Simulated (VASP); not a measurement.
# Sr32O33 (a cell with a defect) in VASP: single point with PBEsol

Aim: the single point of Sr32O33 (a cell with a defect) with PBEsol.

Program: VASP 6.6.1. These are calculated values, not measurements. Logs are shortened: lines on timing, memory, paths and dates and some standing lists are left out, and cuts for length are marked.

### Step 1. The cell of the first run

The cell holds a defect, 65 atoms: a = 10.245 Å, b = 10.245 Å, c = 10.245 Å, α = 90.00°, β = 90.00°, γ = 90.00°.

### Step 2. Single point, PBEsol

INCAR reads:

```
SYSTEM = Sr32O33
  PREC = Accurate
  ENCUT = 520
  EDIFF = 1E-6
  ISMEAR = -1
  SIGMA = 0.05
  LREAL = Auto
  LASPH = .True.
  NELM = 120
  ALGO = Normal
  ISIF = 2
  LWAVE = .False.
  LCHARG = .False.
  GGA = PS
  NBANDS = 297
  NELECT = 520.0
  ISYM = -1
  GGA_COMPAT = .False.
```

KPOINTS reads:

```
explicit points
1
Reciprocal
  0.25000000   0.25000000   0.25000000 1
```

POSCAR reads:

```
Sr32O33
1.0
   10.2454930000      0.0000000000      0.0000000000
    0.0000000000     10.2454930000      0.0000000000
    0.0000000000      0.0000000000     10.2454930000
O Sr
33 32
Direct
    0.2523690000      0.9975950000      0.9979600000
    0.2523520000      0.0016660000      0.5024370000
    0.2523570000      0.5020710000      0.0020430000
    0.1272150000      0.3769430000      0.3772770000
    0.7517030000      0.0014180000      0.0017910000
    0.7478810000      0.9976000000      0.5024520000
    0.7478790000      0.5020840000      0.9979640000
    0.7519470000      0.5020700000      0.5024400000
    0.0019320000      0.2516510000      0.0019890000
    0.9772180000      0.2269310000      0.5269960000
    0.0018560000      0.7560580000      0.9979730000
    0.0018430000      0.7520090000      0.5023780000
    0.5063400000      0.2515730000      0.9979770000
    0.5022930000      0.2515650000      0.5023800000
    0.5025240000      0.7522470000      0.0017540000
    0.5063220000      0.7560380000      0.5023890000
    0.0019240000      0.0016250000      0.2520130000
    0.0018560000      0.9976070000      0.7564170000
    0.9772030000      0.5266310000      0.2273030000
    0.0018370000      0.5020030000      0.7523930000
    0.5063370000      0.9975950000      0.2519450000
    0.5025240000      0.0013800000      0.7526130000
    0.5023000000      0.5019920000      0.2519210000
    0.5063200000      0.5020130000      0.7563930000
    0.2769070000      0.2269290000      0.2273070000
    0.2522800000      0.2515580000      0.7523870000
    0.2522750000      0.7520210000      0.2519200000
    0.2522900000      0.7560380000      0.7563940000
    0.7518980000      0.2516440000      0.2520060000
    0.7478860000      0.2515740000      0.7564090000
    0.7478740000      0.7560550000      0.2519440000
    0.7516600000      0.7522480000      0.7526150000
    0.2771280000      0.5268370000      0.5271990000
    0.0029950000      0.0025410000      0.0029000000
    0.0011700000      0.0002070000      0.5031830000
    0.0011780000      0.5028230000      0.0005860000
    0.0027780000      0.5011690000      0.5015500000
    0.5014370000      0.0025110000      0.0028820000
    0.5014430000      0.0024910000      0.5013620000
    0.5014460000      0.5009920000      0.0028430000
    0.5037370000      0.5027660000      0.5031210000
    0.2531020000      0.2508900000      0.0005850000
    0.2514570000      0.2525040000      0.5015380000
    0.2512720000      0.7511610000      0.0028500000
    0.2530480000      0.7534510000      0.5031240000
    0.7528190000      0.2527130000      0.0028910000
    0.7504900000      0.2508820000      0.5031750000
    0.7527920000      0.7511550000      0.0028850000
    0.7527730000      0.7511630000      0.5013640000
    0.2530890000      0.0002100000      0.2512520000
    0.2512770000      0.0024940000      0.7515250000
    0.2514760000      0.5011900000      0.2528660000
    0.2530430000      0.5027710000      0.7538060000
    0.7528160000      0.0025350000      0.2530780000
    0.7527910000      0.0025110000      0.7515290000
    0.7504870000      0.5028160000      0.2512560000
    0.7527720000      0.5009950000      0.7515340000
    0.0028680000      0.2525990000      0.2529660000
    0.0011080000      0.2508320000      0.7537920000
    0.0011000000      0.7534250000      0.2512040000
    0.0029040000      0.7511580000      0.7515290000
    0.5037040000      0.2508210000      0.2512130000
    0.5014380000      0.2526260000      0.7515330000
    0.5014330000      0.7511540000      0.2530010000
    0.5013720000      0.7510960000      0.7514590000
```

Potentials or basis: VASP PAW PBE potentials, release 64 (O, Sr_sv).

Command:

```console
$ cat potpaw_PBE.64/O/POTCAR potpaw_PBE.64/Sr_sv/POTCAR > POTCAR
$ mpirun -np 1 vasp_std > vasp.out
```

OUTCAR:

```text
SYSTEM = Sr32O33
   PREC = Accurate
   ENCUT = 520
   EDIFF = 1E-6
   ISMEAR = -1
   LREAL = Auto
   LASPH = .True.
   NELM = 120
   ISIF = 2
   GGA = PS
   NELECT = 520.0
   ISYM = -1

 ion  position               nearest neighbor table
   1  0.252  0.998  0.998-  44 2.53  51 2.53  38 2.55  34 2.56  50 2.60  42 2.60
   2  0.252  0.002  0.502-  45 2.54  51 2.55  39 2.55  43 2.57  35 2.57  50 2.57
   3  0.252  0.502  0.002-  53 2.54  40 2.55  44 2.55  52 2.57  36 2.57  42 2.57
   4  0.127  0.377  0.377-  52 2.21  37 2.21  43 2.21  58 2.21
   5  0.752  0.001  0.002-  55 2.56  48 2.56  38 2.56  54 2.57  34 2.57  46 2.57
   6  0.748  0.998  0.502-  49 2.53  39 2.53  55 2.55  54 2.56  47 2.60  35 2.60
   7  0.748  0.502  0.998-  57 2.53  40 2.53  48 2.55  46 2.56  56 2.60  36 2.60
   8  0.752  0.502  0.502-  41 2.54  49 2.55  57 2.55  37 2.57  56 2.57  47 2.57
   9  0.002  0.252  0.002-  59 2.54  34 2.55  46 2.55  58 2.57  42 2.57  36 2.57
  10  0.977  0.227  0.527-  35 2.35  47 2.35  59 2.35  58 2.83  37 2.83  43 2.83
[... 21 lines left out ...]
  32  0.752  0.752  0.753-  55 2.56  48 2.56  65 2.56  61 2.57  49 2.57  57 2.57
  33  0.277  0.527  0.527-  53 2.35  41 2.35  45 2.35  52 2.84  43 2.84  37 2.84
  34  0.003  0.003  0.003-  11 2.53  18 2.53   9 2.55  17 2.55   1 2.56   5 2.57  59 3.60  60 3.60
[... 40 lines left out ...]
                            47 3.61  35 3.61  39 3.62  49 3.62  58 3.62  34 3.62  46 3.62  48 3.63
  55  0.753  0.003  0.752-  30 2.55  18 2.55   6 2.55   5 2.56  32 2.56  22 2.56  59 3.60  47 3.60
                            35 3.60  61 3.63  63 3.63  49 3.63  39 3.63  46 3.63  34 3.63  38 3.64
  56  0.750  0.503  0.251-  19 2.35  23 2.54  29 2.57   8 2.57  31 2.59   7 2.60  48 3.60  64 3.60
                            40 3.60  49 3.61  46 3.61  41 3.61  62 3.61  60 3.63  36 3.63  37 3.64
  57  0.753  0.501  0.752-   7 2.53  24 2.53  20 2.55   8 2.55  30 2.56  32 2.57  41 3.60  36 3.60
                            47 3.61  59 3.61  46 3.62  63 3.62  37 3.62  61 3.62  49 3.62  65 3.63
  58  0.003  0.253  0.253-   4 2.21  29 2.57  17 2.57   9 2.57  10 2.83  19 2.83  25 2.83  37 3.60
                            43 3.60  52 3.60  54 3.62  46 3.62  34 3.62  47 3.64  56 3.64  36 3.64
  59  0.001  0.251  0.754-  10 2.35   9 2.54  20 2.57  26 2.57  30 2.59  18 2.59  55 3.60  46 3.60
                            34 3.60  57 3.61  51 3.61  36 3.61  42 3.61  35 3.63  47 3.63  37 3.64
  60  0.001  0.753  0.251-  19 2.35  17 2.54  12 2.57  27 2.57  31 2.59  11 2.59  48 3.60  54 3.60
                            34 3.60  49 3.61  44 3.61  35 3.61  50 3.61  36 3.63  56 3.63  37 3.64
  61  0.003  0.751  0.752-  11 2.53  18 2.53  12 2.55  20 2.55  28 2.56  32 2.57  36 3.60  35 3.60
                            53 3.61  45 3.61  44 3.62  51 3.62  37 3.62  57 3.62  49 3.62  55 3.63
  62  0.504  0.251  0.251-  25 2.35  29 2.54  14 2.57  23 2.57  21 2.59  13 2.59  38 3.60  54 3.60
                            46 3.60  39 3.61  40 3.61  47 3.61  56 3.61  50 3.63  42 3.63  43 3.64
  63  0.501  0.253  0.752-  13 2.53  30 2.53  14 2.55  26 2.55  24 2.56  22 2.57  42 3.60  47 3.60
                            53 3.61  41 3.61  40 3.62  57 3.62  43 3.62  51 3.62  39 3.62  38 3.63
  64  0.501  0.751  0.253-  31 2.53  21 2.53  27 2.55  23 2.55  16 2.56  15 2.57  56 3.60  50 3.60
                            45 3.61  41 3.61  39 3.62  49 3.62  52 3.62  44 3.62  40 3.62  48 3.63
  65  0.501  0.751  0.751-  16 2.55  28 2.55  24 2.55  22 2.56  32 2.56  15 2.56  53 3.60  45 3.60
                            41 3.60  40 3.63  44 3.63  39 3.63  51 3.63  49 3.63  57 3.63  55 3.64

IMPORTANT INFORMATION: All symmetrisations will be switched off!
NOSYMM: (Re-)initialisation of all symmetry stuff for point group C_1.

----------------------------------------------------------------------------------------

                                     Primitive cell

  volume of cell :    1075.4707

  direct lattice vectors                    reciprocal lattice vectors
    10.245493000  0.000000000  0.000000000     0.097603893  0.000000000  0.000000000
     0.000000000 10.245493000  0.000000000     0.000000000  0.097603893  0.000000000
     0.000000000  0.000000000 10.245493000     0.000000000  0.000000000  0.097603893

  length of vectors
    10.245493000 10.245493000 10.245493000     0.097603893  0.097603893  0.097603893

  position of ions in fractional coordinates (direct lattice)
     0.252369000  0.997595000  0.997960000
     0.252352000  0.001666000  0.502437000
     0.252357000  0.502071000  0.002043000
     0.127215000  0.376943000  0.377277000
     0.751703000  0.001418000  0.001791000
     0.747881000  0.997600000  0.502452000
[... 57 lines left out ...]
     0.501433000  0.751154000  0.253001000
     0.501372000  0.751096000  0.751459000

  ion indices of the primitive-cell ions
   primitive index   ion index
                 1           1
                 2           2
                 3           3
                 4           4
                 5           5
                 6           6
[... 57 lines left out ...]
                64          64
                65          65

----------------------------------------------------------------------------------------

 KPOINTS: explicit points

Read explicit list of k-points.

 Found      1 k-points:

 Following reciprocal coordinates:
            Coordinates               Weight
  0.250000  0.250000  0.250000      1.000000
   k-points           NKPTS =      1   k-points in BZ     NKDIM =      1   number of bands    NBANDS=    297
   number of dos      NEDOS =    301   number of ions     NIONS =     65
   total plane-waves  NPLWV = 512000
   dimension x,y,z NGX =    80 NGY =   80 NGZ =   80
   dimension x,y,z NGXF=   160 NGYF=  160 NGZF=  160
   ions per type =              33  32
   NGX,Y,Z   is equivalent  to a cutoff of  12.98, 12.98, 12.98 a.u.
   NGXF,Y,Z  is equivalent  to a cutoff of  25.96, 25.96, 25.96 a.u.
 SYSTEM =  Sr32O33
   PREC   = accura    normal or accurate (medium, high low for compatibility)
   ISTART =      0    job   : 0-new  1-cont  2-samecut
   ICHARG =      2    charge: 1-file 2-atom 10-const
   ISPIN  =      1    spin polarized calculation?
   LNONCOLLINEAR =      F non collinear calculations
   LSORBIT =      F    spin-orbit coupling
   LASPH  =      T    aspherical Exc in radial PAW
   ENCUT  =  520.0 eV  38.22 Ry    6.18 a.u.  19.05 19.05 19.05*2*pi/ulx,y,z
   NELM   =    120;   NELMIN=  2; NELMDL= -5     # of ELM steps
   EDIFF  = 0.1E-05   stopping-criterion for ELM
   LREAL  =      T    real-space projection
   EDIFFG = 0.1E-04   stopping-criterion for IOM
   NSW    =      0    number of steps for IOM
   IBRION =     -1    ionic relax: 0-MD 1-quasi-New 2-CG
   NFREE  =      0    steps in history (QN), initial steepest desc. (CG)
   ISIF   =      2    stress and relaxation
   ISYM   =     -1    0-nonsym 1-usesym 2-fastsym
   POTIM  = 0.5000    time-step for ionic-motion
   TEBEG  =    0.0;   TEEND  =   0.0 temperature during run
   PSTRESS=    0.0 pullay stress
   NELECT =     520.0000    total number of electrons
   NUPDOWN=      -1.0000    fix difference up-down
   EMIN   =  10.00;   EMAX   =-10.00  energy-range for DOS
   EFERMI =   0.00;   METHOD = LEGACY
   ISMEAR =    -1;   SIGMA  =   0.05  broadening in eV -4-tet -1-fermi 0-gaus
   EFERMI_NEDOS =   21; number of points for ismear=-14 and -15
   IALGO  =     38    algorithm
   IMIX   =      4    mixing-type and parameters
     AMIX     =   0.40;   BMIX     =  1.00
     AMIX_MAG =   1.60;   BMIX_MAG =  1.00
  volume/ion in A,a.u.               =      16.55       111.66
  Fermi-wavevector in a.u.,A,eV,Ry     =   1.284921  2.428149 22.463517  1.651022
  Thomas-Fermi vector in A             =   2.417086
   LORBIT       =      0    0 simple, 1 ext, 2 COOP (PROOUT), +10 PAW based schemes
   GGA     = PS    functional components
   LHFCALC =     F    Hartree Fock is set to
   AEXX    =    0.0000 exact exchange contribution
   IVDW    =     0    specifies the selected vdW correction
   LEPSILON=     F    determine dielectric tensor
   LRPA    =     F    only Hartree local field effects (RPA)
 non-spin polarized calculation
  energy-cutoff  :      520.00
  volume of cell :     1075.47
 maximum number of plane-waves:     28978
 NGX is ok and might be reduce to    80
   NGX = 39   NGY = 39   NGZ = 39

 number of electron     519.9999928 magnetization

 Free energy of the ion-electron system (eV)
  ---------------------------------------------------
  ext. energy  EPLUGINS =         0.00000000
  ---------------------------------------------------
  free energy    TOTEN  =      -402.34663728 eV

  energy without entropy =     -402.34663728  energy(sigma->0) =     -402.34663728

 E-fermi :   3.8217     XC(G=0): -10.4025

 val. band max:        2.5704618856   @ k =   0.2500   0.2500   0.2500
 cond. band min:       5.1881094908   @ k =   0.2500   0.2500   0.2500
 fundamental gap:      2.6176476052
 Fermi energy:         3.8217254464

 k-point     1 :       0.2500    0.2500    0.2500
  band No.  band energies     occupation
      1     -30.7496      2.00000
      2     -30.6961      2.00000
      3     -30.6947      2.00000
      4     -30.6946      2.00000
      5     -30.6338      2.00000
      6     -30.6243      2.00000
[... 264 lines left out ...]
    271       6.6463      0.00000
    272       6.6464      0.00000
 [bands above 272 left out]

------------------------ aborting loop because EDIFF is reached ----------------------------------------

  FORCE on cell =-STRESS in cart. coord.  units (eV):
  Direction    XX          YY          ZZ          XY          YZ          ZX
  --------------------------------------------------------------------------------------
  -------------------------------------------------------------------------------------
  Total       27.2435488     27.2372396     27.2381660     -0.1351139     -0.1313709     -0.1329141
  in kB       40.5859464     40.5765474     40.5779275     -0.2012853     -0.1957091     -0.1980081
  external PRESSURE =      40.5801404 kB  Pullay stress =       0.0000000 kB

 VOLUME and BASIS-vectors are now :
 -----------------------------------------------------------------------------
  energy-cutoff  :      520.00
  volume of cell :     1075.47
      direct lattice vectors                 reciprocal lattice vectors
    10.245493000  0.000000000  0.000000000     0.097603893  0.000000000  0.000000000
     0.000000000 10.245493000  0.000000000     0.000000000  0.097603893  0.000000000
     0.000000000  0.000000000 10.245493000     0.000000000  0.000000000  0.097603893

 POSITION                                       TOTAL-FORCE (eV/Angst)
 -----------------------------------------------------------------------------------
      2.58564     10.22085     10.22459        -0.001315      0.009426      0.009906
      2.58547      0.01707      5.14771        -0.007264      0.006035     -0.007143
      2.58552      5.14396      0.02093        -0.006880     -0.006415      0.003934
      1.30338      3.86197      3.86539        -0.004757     -0.004681     -0.003039
      7.70157      0.01453      0.01835        -0.002778     -0.003240     -0.003294
      7.66241     10.22090      5.14787         0.009193      0.009590     -0.001114
[... 57 lines left out ...]
      5.13743      7.69594      2.59212        -0.004650     -0.004749     -0.001429
      5.13680      7.69535      7.69907         0.002469      0.002154      0.002464
 -----------------------------------------------------------------------------------
    total drift:                               -0.020788     -0.015661     -0.016509

  FREE ENERGIE OF THE ION-ELECTRON SYSTEM (eV)
  ---------------------------------------------------
  free  energy   TOTEN  =      -402.3466372830 eV

  energy  without entropy=     -402.3466372829  energy(sigma->0) =     -402.34663728
```

It took 17 min on 1 thread of Intel Xeon Platinum 8375C at 2.90GHz (Ice Lake), shared host; peak memory 1.1 GiB.

What came out:

| Property | Result |
| --- | --- |
| Free energy | -402.3466 eV |
| Largest force | 0.107 eV/Å |

Forces on the atoms (eV/Å):
```
O   -0.001  0.009  0.010
O   -0.007  0.006 -0.007
O   -0.007 -0.006  0.004
O   -0.005 -0.005 -0.003
O   -0.003 -0.003 -0.003
O    0.009  0.010 -0.001
O    0.010 -0.001  0.009
O    0.005 -0.006 -0.007
O    0.004  0.004  0.004
O    0.042  0.043 -0.046
O    0.000 -0.009  0.011
O    0.003 -0.007 -0.008
O   -0.009 -0.002  0.012
O   -0.008  0.003 -0.009
O   -0.002 -0.002  0.000
O   -0.007 -0.007 -0.001
O    0.004  0.003  0.005
O   -0.001  0.011 -0.008
O    0.041 -0.045  0.041
O    0.003 -0.007 -0.009
O   -0.008  0.012 -0.001
O   -0.002  0.000 -0.003
O   -0.008 -0.007  0.004
O   -0.007  0.000 -0.004
O   -0.046  0.041  0.042
O   -0.008  0.004 -0.009
O   -0.007 -0.007  0.004
O    0.000 -0.008 -0.007
O    0.003  0.004  0.005
O    0.011 -0.001 -0.008
O    0.011 -0.009 -0.001
O    0.000 -0.002 -0.002
O   -0.045 -0.045 -0.045
Sr  -0.002  0.007  0.007
Sr   0.008 -0.036 -0.006
Sr   0.008 -0.007 -0.036
Sr  -0.058  0.063  0.062
Sr   0.002 -0.001  0.000
Sr  -0.005  0.008  0.003
Sr  -0.004  0.003  0.008
Sr   0.037 -0.008 -0.007
Sr  -0.006  0.008 -0.036
Sr   0.062 -0.058  0.062
Sr   0.003 -0.004  0.008
Sr  -0.008  0.037 -0.007
Sr   0.007 -0.002  0.008
Sr  -0.036  0.008 -0.005
Sr   0.000  0.002 -0.001
Sr   0.007 -0.005  0.003
Sr  -0.006 -0.037  0.008
Sr   0.002  0.008 -0.004
Sr   0.062  0.062 -0.059
Sr  -0.007 -0.008  0.037
Sr   0.007  0.007 -0.002
Sr   0.000  0.000  0.002
Sr  -0.036 -0.006  0.008
Sr   0.007  0.003 -0.005
Sr  -0.061 -0.062 -0.062
Sr   0.009  0.008  0.040
Sr   0.009  0.040  0.008
Sr   0.000 -0.005 -0.005
Sr   0.040  0.008  0.007
Sr  -0.005  0.000 -0.006
Sr  -0.005 -0.005 -0.001
Sr   0.002  0.002  0.002
```

Levels at points of the mesh, in eV from the Fermi level:
| k point | band 256 | band 257 | band 258 | band 259 | band 260 | band 261 | band 262 | band 263 | band 264 | band 265 |
| --- | --- | --- | --- | --- | --- | --- | --- | --- | --- | --- |
| (0.25, 0.25, 0.25) | -2.30 | -2.24 | -1.26 | -1.25 | -1.25 | 1.37 | 1.37 | 1.61 | 2.01 | 2.01 |

Caveat: the cell carries a net charge on a neutralising background, which shifts energy and pressure; the cell is charged against a uniform background, so pressure and absolute levels hang on convention; the PAW data sets were made with another functional, which shifts forces and pressure a little.
